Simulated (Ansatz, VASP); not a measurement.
## One calculation of Ru, two programs

```
CELL_PARAMETERS angstrom
2.15741 1.24558 1.76196
-2.15741 1.24558 1.76196
0.00000 -2.49116 1.76196
ATOMIC_POSITIONS crystal
Ru 0.24987 0.24987 0.24987
Ru 0.75013 0.75013 0.75013
```

Alike in both runs: functional PBE; k mesh 6 × 6 × 6; occupations gaussian, width 0.1 eV; no spin polarisation.

Ansatz relaxed the structure, and its values are those at the end. VASP's run is a single point on that final structure, the one shown.

|  | VASP | Ansatz |
| --- | --- | --- |
| version | VASP 6.6.1 | Ansatz 0.2.0 |
| potentials or method | VASP PAW PBE potentials, release 64 (Ru_pv), cutoff 520 eV | scalar-relativistic, plane waves, PAW |
| valence electrons in the cell | 28 | 32 |

```csv
,VASP,Ansatz,Ansatz less VASP
gap on the k mesh at the Fermi level (eV),none,none,-
pressure (GPa),0.0,0.1,+0.10
rms of the force components (eV/Å),0.004,0.004,0.0000
```

A gap of «none» marks a metal or a gap that the smearing closes. With one functional, cell and mesh, what is left measures potentials, basis and numerics. VASP's potentials hold 28 valence electrons a cell and Ansatz's 32, so a difference there can come from the potentials and not from the codes.
